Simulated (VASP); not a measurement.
# Co (Im-3m) in VASP: further runs

The runs below take Co through single point, with PBE.

All numbers are computed with VASP 6.6.1; they aren't measurements. Logs are shortened: lines on timing, memory, paths and dates and some standing lists are left out, and cuts for length are marked.

### 1 The cell of the first run

The structure is cubic, space group Im-3m (No. 229). The conventional cell has a = 2.860 Å, b = 2.860 Å, c = 2.860 Å, α = 90.00°, β = 90.00°, γ = 90.00°. Co (site symmetry m-3m) has 14 Co at 2.48 to 2.86 Å within 3.3 Å.

This isn't the form of Co at room conditions, which is hcp.

### 2 Single point, PBE, collinear spin, ferromagnetic start

File INCAR:

```
ALGO = Normal ; EDIFF = 1E-6
ENCUT = 690 ; GGA = PE
GGA_COMPAT = F ; ISIF = 2
ISMEAR = -1 ; ISPIN = 2
LASPH = T ; LCHARG = F
LMAXMIX = 4 ; LORBIT = 11
LREAL = F ; LWAVE = F
MAGMOM = 2 ; NBANDS = 18
NELM = 200 ; PREC = Accurate
SIGMA = 0.05
```

File KPOINTS:

```
k-points
0
Gamma
  13 13 13
```

File POSCAR:

```
Co
1.0
   -1.4298234531      1.4298234531      1.4298234531
    1.4298234531     -1.4298234531      1.4298234531
    1.4298234531      1.4298234531     -1.4298234531
Co
1
Direct
    0.0000000000      0.0000000000      0.0000000000
```

Potentials or basis: VASP PAW PBE potentials, release 64 (Co_sv).

Launch:

```console
cat potpaw_PBE.64/Co_sv/POTCAR > POTCAR
mpirun -np 1 vasp_std > vasp.out
```

OUTCAR:

```text
EDIFF = 1E-6
   ENCUT = 690
   GGA = PE
   ISIF = 2
   ISMEAR = -1
   ISPIN = 2
   LASPH = T
   LORBIT = 11
   LREAL = F
   NELM = 200
   PREC = Accurate

 ion  position               nearest neighbor table
   1  0.000  0.000  0.000-

  LATTYP: Found a body centered cubic cell.
 ALAT       =     2.8596469062

  Lattice vectors:

 A1 = (  -1.4298234531,   1.4298234531,   1.4298234531)
 A2 = (   1.4298234531,  -1.4298234531,   1.4298234531)
 A3 = (   1.4298234531,   1.4298234531,  -1.4298234531)

Analysis of symmetry for initial positions (statically):
=====================================================================
 Subroutine PRICEL returns:
 Original cell was already a primitive cell.

 Routine SETGRP: Setting up the symmetry group for a
 body centered cubic supercell.

 Subroutine GETGRP returns: Found 48 space group operations
 (whereof 48 operations were pure point group operations)
 out of a pool of 48 trial point group operations.

The static configuration has the point symmetry O_h .

Analysis of symmetry for dynamics (positions and initial velocities):
=====================================================================
 Subroutine PRICEL returns:
 Original cell was already a primitive cell.

 Routine SETGRP: Setting up the symmetry group for a
 body centered cubic supercell.

 Subroutine GETGRP returns: Found 48 space group operations
 (whereof 48 operations were pure point group operations)
 out of a pool of 48 trial point group operations.

The dynamic configuration has the point symmetry O_h .

Analysis of structural, dynamic, and magnetic symmetry:
=====================================================================
 Subroutine PRICEL returns:
 Original cell was already a primitive cell.

 Routine SETGRP: Setting up the symmetry group for a
 body centered cubic supercell.

 Subroutine GETGRP returns: Found 48 space group operations
 (whereof 48 operations were pure point group operations)
 out of a pool of 48 trial point group operations.

The overall configuration has the point symmetry O_h .

 Subroutine INISYM returns: Found 48 space group operations
 (whereof 48 operations are pure point group operations),
 and found     1 'primitive' translations

----------------------------------------------------------------------------------------

                                     Primitive cell

  volume of cell :      11.6925

  direct lattice vectors                    reciprocal lattice vectors
    -1.429823453  1.429823453  1.429823453     0.000000000  0.349693523  0.349693523
     1.429823453 -1.429823453  1.429823453     0.349693523  0.000000000  0.349693523
     1.429823453  1.429823453 -1.429823453     0.349693523  0.349693523  0.000000000

  length of vectors
     2.476526867  2.476526867  2.476526867     0.494541322  0.494541322  0.494541322

  position of ions in fractional coordinates (direct lattice)
     0.000000000  0.000000000  0.000000000

  ion indices of the primitive-cell ions
   primitive index   ion index
                 1           1

----------------------------------------------------------------------------------------

 KPOINTS: k-points

Automatic generation of k-mesh.
 Grid dimensions read from file:
 generate k-points for:   13   13   13

 Generating k-lattice:

  Cartesian coordinates                     Fractional coordinates (reciprocal lattice)
     0.000000000  0.026899502  0.026899502     0.076923077  0.000000000  0.000000000
     0.026899502  0.000000000  0.026899502     0.000000000  0.076923077  0.000000000
     0.026899502  0.026899502  0.000000000     0.000000000  0.000000000  0.076923077

  Length of vectors
     0.038041640  0.038041640  0.038041640

  Shift w.r.t. Gamma in fractional coordinates (k-lattice)
     0.000000000  0.000000000  0.000000000

 Subroutine IBZKPT returns following result:
 ===========================================

 Found     84 irreducible k-points:

 Following reciprocal coordinates:
            Coordinates               Weight
  0.000000  0.000000  0.000000      1.000000
  0.076923  0.000000  0.000000     12.000000
  0.153846  0.000000  0.000000     12.000000
  0.230769  0.000000  0.000000     12.000000
  0.307692  0.000000  0.000000     12.000000
  0.384615  0.000000  0.000000     12.000000
[... 16 lines left out ...]
  0.153846  0.076923  0.076923     24.000000
  0.230769  0.076923  0.076923     24.000000
 [... further k-points ...]
   k-points           NKPTS =     84   k-points in BZ     NKDIM =     84   number of bands    NBANDS=     18
   number of dos      NEDOS =    301   number of ions     NIONS =      1
   total plane-waves  NPLWV =  13824
   dimension x,y,z NGX =    24 NGY =   24 NGZ =   24
   dimension x,y,z NGXF=    48 NGYF=   48 NGZF=   48
   ions per type =               1
   NGX,Y,Z   is equivalent  to a cutoff of  16.11, 16.11, 16.11 a.u.
   NGXF,Y,Z  is equivalent  to a cutoff of  32.22, 32.22, 32.22 a.u.
 SYSTEM =  unknown system
   PREC   = accura    normal or accurate (medium, high low for compatibility)
   ISTART =      0    job   : 0-new  1-cont  2-samecut
   ICHARG =      2    charge: 1-file 2-atom 10-const
   ISPIN  =      2    spin polarized calculation?
   LNONCOLLINEAR =      F non collinear calculations
   LSORBIT =      F    spin-orbit coupling
   LASPH  =      T    aspherical Exc in radial PAW
   ENCUT  =  690.0 eV  50.71 Ry    7.12 a.u.   5.30  5.30  5.30*2*pi/ulx,y,z
   NELM   =    200;   NELMIN=  2; NELMDL= -5     # of ELM steps
   EDIFF  = 0.1E-05   stopping-criterion for ELM
   LREAL  =      F    real-space projection
   EDIFFG = 0.1E-04   stopping-criterion for IOM
   NSW    =      0    number of steps for IOM
   IBRION =     -1    ionic relax: 0-MD 1-quasi-New 2-CG
   NFREE  =      0    steps in history (QN), initial steepest desc. (CG)
   ISIF   =      2    stress and relaxation
   ISYM   =      2    0-nonsym 1-usesym 2-fastsym
   POTIM  = 0.5000    time-step for ionic-motion
   TEBEG  =    0.0;   TEEND  =   0.0 temperature during run
   PSTRESS=    0.0 pullay stress
   NELECT =      17.0000    total number of electrons
   NUPDOWN=      -1.0000    fix difference up-down
   EMIN   =  10.00;   EMAX   =-10.00  energy-range for DOS
   EFERMI =   0.00;   METHOD = LEGACY
   ISMEAR =    -1;   SIGMA  =   0.05  broadening in eV -4-tet -1-fermi 0-gaus
   EFERMI_NEDOS =   21; number of points for ismear=-14 and -15
   IALGO  =     38    algorithm
   IMIX   =      4    mixing-type and parameters
     AMIX     =   0.40;   BMIX     =  1.00
     AMIX_MAG =   1.60;   BMIX_MAG =  1.00
  volume/ion in A,a.u.               =      11.69        78.90
  Fermi-wavevector in a.u.,A,eV,Ry     =   1.854622  3.504727 46.798905  3.439623
  Thomas-Fermi vector in A             =   2.903900
   LORBIT       =     11    0 simple, 1 ext, 2 COOP (PROOUT), +10 PAW based schemes
   GGA     = PE    functional components
   LHFCALC =     F    Hartree Fock is set to
   AEXX    =    0.0000 exact exchange contribution
   IVDW    =     0    specifies the selected vdW correction
   LEPSILON=     F    determine dielectric tensor
   LRPA    =     F    only Hartree local field effects (RPA)
 spin polarized calculation
  energy-cutoff  :      690.00
  volume of cell :       11.69
 maximum number of plane-waves:       490
 NGX is ok and might be reduce to    24
   NGX = 11   NGY = 11   NGZ = 11

 number of electron      17.0000019 magnetization       1.7660747

 Free energy of the ion-electron system (eV)
  ---------------------------------------------------
  ext. energy  EPLUGINS =         0.00000000
  ---------------------------------------------------
  free energy    TOTEN  =        -7.01973860 eV

  energy without entropy =       -7.00500208  energy(sigma->0) =       -7.01237034

 E-fermi :  11.2395     XC(G=0): -13.4428

 val. band max:       11.2335121655   @ k =   0.1538   0.0769   0.0769
 cond. band min:      11.2460150409   @ k =  -0.3077   0.3077   0.2308
 fundamental gap:      0.0125028754
 Fermi energy:        11.2395177698

 spin component 1

 k-point     1 :       0.0000    0.0000    0.0000
  band No.  band energies     occupation
      1     -85.2684      1.00000
      2     -48.3674      1.00000
      3     -48.3674      1.00000
      4     -48.3674      1.00000
      5       2.2988      1.00000
      6       8.2708      1.00000
[... 10 lines left out ...]
     17      41.4850      0.00000
     18      41.4850      0.00000

 k-point     2 :       0.0769    0.0000    0.0000
  band No.  band energies     occupation
      1     -85.2661      1.00000
      2     -48.3825      1.00000
      3     -48.3726      1.00000
      4     -48.3676      1.00000
      5       2.5331      1.00000
      6       8.2163      1.00000
[... 10 lines left out ...]
     17      41.3893      0.00000
     18      42.6838      0.00000
[... 442 lines left out ...]
 k-point    24 :       0.2308    0.0769    0.0769
  band No.  band energies     occupation
      1     -85.2381      1.00000
      2     -48.5430      1.00000
      3     -48.4232      1.00000
      4     -48.3798      1.00000
      5       5.6906      1.00000
      6       7.5832      1.00000
[... 10 lines left out ...]
     17      44.8277      0.00000
     18      47.9833      0.00000

 [... further k-points ...]

 spin component 2

 k-point     1 :       0.0000    0.0000    0.0000
  band No.  band energies     occupation
      1     -83.0410      1.00000
      2     -46.1856      1.00000
      3     -46.1856      1.00000
      4     -46.1856      1.00000
      5       2.3258      1.00000
      6       9.8296      1.00000
[... 10 lines left out ...]
     17      42.3260      0.00000
     18      42.3295      0.00000

 k-point     2 :       0.0769    0.0000    0.0000
  band No.  band energies     occupation
      1     -83.0384      1.00000
      2     -46.2021      1.00000
      3     -46.1913      1.00000
      4     -46.1859      1.00000
      5       2.5610      1.00000
      6       9.7650      1.00000
[... 10 lines left out ...]
     17      41.4970      0.00000
     18      43.0112      0.00000
[... 442 lines left out ...]
 k-point    24 :       0.2308    0.0769    0.0769
  band No.  band energies     occupation
      1     -83.0080      1.00000
      2     -46.3788      1.00000
      3     -46.2466      1.00000
      4     -46.1993      1.00000
      5       5.9549      1.00000
      6       9.0118      1.00000
[... 10 lines left out ...]
     17      44.9698      0.00000
     18      48.2606      0.00000

 [... further k-points ...]
[... 5 lines left out ...]
  --------------------------------------------------------------------------------------
  -------------------------------------------------------------------------------------
  Total       -0.7881180     -0.7881180     -0.7881180      0.0000000     -0.0000000      0.0000000
  in kB     -107.9927426   -107.9927426   -107.9927426      0.0000000     -0.0000000      0.0000000
  external PRESSURE =    -107.9927426 kB  Pullay stress =       0.0000000 kB

 VOLUME and BASIS-vectors are now :
 -----------------------------------------------------------------------------
  energy-cutoff  :      690.00
  volume of cell :       11.69
      direct lattice vectors                 reciprocal lattice vectors
    -1.429823453  1.429823453  1.429823453     0.000000000  0.349693523  0.349693523
     1.429823453 -1.429823453  1.429823453     0.349693523  0.000000000  0.349693523
     1.429823453  1.429823453 -1.429823453     0.349693523  0.349693523  0.000000000

 POSITION                                       TOTAL-FORCE (eV/Angst)
 -----------------------------------------------------------------------------------
      0.00000      0.00000      0.00000        -0.000000      0.000000     -0.000000
 -----------------------------------------------------------------------------------
    total drift:                                0.000000      0.000000      0.000000

  FREE ENERGIE OF THE ION-ELECTRON SYSTEM (eV)
  ---------------------------------------------------
  free  energy   TOTEN  =        -7.0197385972 eV

  energy  without entropy=       -7.0050020754  energy(sigma->0) =       -7.01237034

 total charge

# of ion       s       p       d       tot
------------------------------------------
    1        2.233   6.106   6.661  15.000

 magnetization (x)

# of ion       s       p       d       tot
------------------------------------------
    1        0.002  -0.011   1.835   1.826
```

It took 42 s on 1 thread of Intel Xeon Platinum 8259CL at 2.50GHz (Skylake/Cascade Lake), shared host; peak memory 0.17 GiB.

Results:

```
Free energy                                           : -7.0197 eV
Pressure                                              : -10.8 GPa
Net moment                                            : 1.77 μB per cell
Site moments                                          : Co +1.83 μB
Valence electrons inside the program's atomic spheres : Co 15.00
```

Caveat: the cell stands under tension.

### 3 Single point, PBE, collinear spin, ferromagnetic start

This run uses another cell than the first one, of 10.37 Å³/atom.

File INCAR:

```
ALGO = Normal
EDIFF = 1E-6
ENCUT = 690
GGA = PE
GGA_COMPAT = False
ISIF = 2
ISMEAR = -1
ISPIN = 2
LASPH = True
LCHARG = True
LELF = True
LMAXMIX = 4
LORBIT = 11
LREAL = False
LVHAR = True
LWAVE = False
MAGMOM = 2
NBANDS = 18
NELM = 200
PREC = Accurate
SIGMA = 0.05
```

KPOINTS is that of step 2.

File POSCAR:

```
Co
1.0
   -1.3736931920      1.3736931920      1.3736931920
    1.3736931920     -1.3736931920      1.3736931920
    1.3736931920      1.3736931920     -1.3736931920
Co
1
Direct
    0.0000000000      0.0000000000      0.0000000000
```

Potentials or basis: VASP PAW PBE potentials, release 64 (Co_sv).

Launch:

```console
cat potpaw_PBE.64/Co_sv/POTCAR > POTCAR
mpirun -np 1 vasp_std > vasp.out
```

Run time: 53 s. Hardware: 1 thread of Intel Xeon Platinum 8375C at 2.90GHz (Ice Lake), shared host; peak memory 0.15 GiB.

It converged, with:

```
Free energy                                           : -7.0104 eV
Pressure                                              : 14.3 GPa
Net moment                                            : 1.68 μB per cell
Site moments                                          : Co +1.73 μB
Valence electrons inside the program's atomic spheres : Co 15.09
```

Levels at points of the mesh, in eV from the Fermi level:
Spin up:
```tsv
k point	band 7	band 8	band 9	band 10	band 11	band 12
(0.00, 0.00, 0.00)	-3.14	-3.14	-1.92	-1.92	25.65	25.65
```
Spin down:
| k point | band 6 | band 7 | band 8 | band 9 | band 10 | band 11 |
| --- | --- | --- | --- | --- | --- | --- |
| (0.00, 0.00, 0.00) | -1.64 | -1.64 | -1.64 | 0.33 | 0.33 | 25.39 |

Caveat: the cell stands under pressure.
